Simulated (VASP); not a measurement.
The system is PbSe.

```
Pb Se
1.0
     0.00000    3.42320    3.42320
     3.42320    0.00000    3.42320
     3.42320    3.42320    0.00000
Pb Se
1 1
Direct
  0.00000 0.00000 0.00000
  0.25000 0.25000 0.25000
```

Base run:

| Item | Value |
| --- | --- |
| Program | VASP 6.6.1 |
| Functional | PBE-based screened hybrid with 75 % exact exchange |
| Potentials or basis | VASP PAW PBE potentials, release 64 (Pb_d, Se) |
| Cutoff | 520 eV |
| k mesh | 4 × 4 × 4 |
| Occupations | gaussian, width 0.01 eV |
| Spin | no spin polarisation |

Its results: band gap on the k mesh 3.09 eV (least direct gap 3.79 eV); pressure -1.2 GPa.

**Question.** The run is repeated on the same cell with these changes: functional from PBE-based screened hybrid with 75 % exact exchange to PBE-based screened hybrid with 100 % exact exchange; share of exact exchange from 0.75 to 1. What comes out?

**Answer.** Band gap on the k mesh 4.07 eV (least direct gap 4.80 eV); pressure -1.6 GPa.

Caveats: the structure was generated, so it needn't be the stable form of PbSe; the PAW data sets were made with another functional, which shifts forces and pressure a little; spin-orbit coupling is left out, which moves the levels of the heavy elements.

A k mesh can miss the band edges.
